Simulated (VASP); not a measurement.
Write the native input for VASP 6.6.1 that does the following.

```
Task                   : single point
Functional             : PBE
Potentials or basis    : VASP PAW PBE potentials, release 64 (Cr_pv, O)
Cutoff                 : 520 eV
k mesh                 : 4 × 4 × 6
Occupations            : gaussian, width 0.05 eV
Spin                   : collinear spin, ferromagnetic start
Starting moments       : [2.0, 2.0, 0.0, 0.0, 0.0, 0.0] μB
Dipole correction      : no
Further INCAR settings : ALGO = Normal; EDIFF = 1e-06; NBANDS = 37
```

The structure of CrO2 lies in POSCAR:

```
CrO2
1.0
    4.4452214411      0.0000000000      0.0000000000
    0.0000000000      4.4452214411      0.0000000000
    0.0000000000      0.0000000000      2.9214652288
Cr O
2 4
Direct
    0.0000000000      0.0000000000      0.0000000000
    0.5000000000      0.5000000000      0.5000000000
    0.3037625396      0.3037625396      0.0000000000
    0.1962374604      0.8037625396      0.5000000000
    0.6962374604      0.6962374604      0.0000000000
    0.8037625396      0.1962374604      0.5000000000
```

The input as run:

INCAR

```
SYSTEM = CrO2
  ALGO = Normal
  EDIFF = 1E-6
  ENCUT = 520
  GGA = PE
  ISIF = 2
  ISMEAR = 0
  ISPIN = 2
  LASPH = .TRUE.
  LCHARG = .FALSE.
  LMAXMIX = 4
  LORBIT = 11
  LREAL = .FALSE.
  LWAVE = .FALSE.
  MAGMOM = 2 2 0 0 0 0
  NBANDS = 37
  NELM = 150
  PREC = Accurate
  SIGMA = 0.05
```

KPOINTS

```
k-points
0
G
  4 4 6
  0 0 0
```

Potentials or basis: VASP PAW PBE potentials, release 64 (Cr_pv, O).

The run is started by

```bash
$ cat potpaw_PBE.64/Cr_pv/POTCAR potpaw_PBE.64/O/POTCAR > POTCAR
$ mpirun -np 1 vasp_std > vasp.out
```

It gave:

* Pressure: 0.6 GPa
* Largest force: 0.028 eV/Å
* Band gap on the k mesh: zero (filled and empty bands overlap)
* Net moment: 4.00 μB per cell
* Site moments: Cr +2.11; O -0.08 μB
* Valence electrons inside the program's atomic spheres: Cr 10.83; O 5.03

Caveat: semilocal functionals often make such compounds metallic where correlation or magnetic order opens a gap, which also shifts bond lengths; only a ferromagnetic start was run, and an antiferromagnetic order may lie lower in energy.

Run time: 52 s on 1 thread of Intel(R) Xeon(R) Platinum 8488C (Sapphire Rapids), on a shared host, peak memory 0.23 GiB.
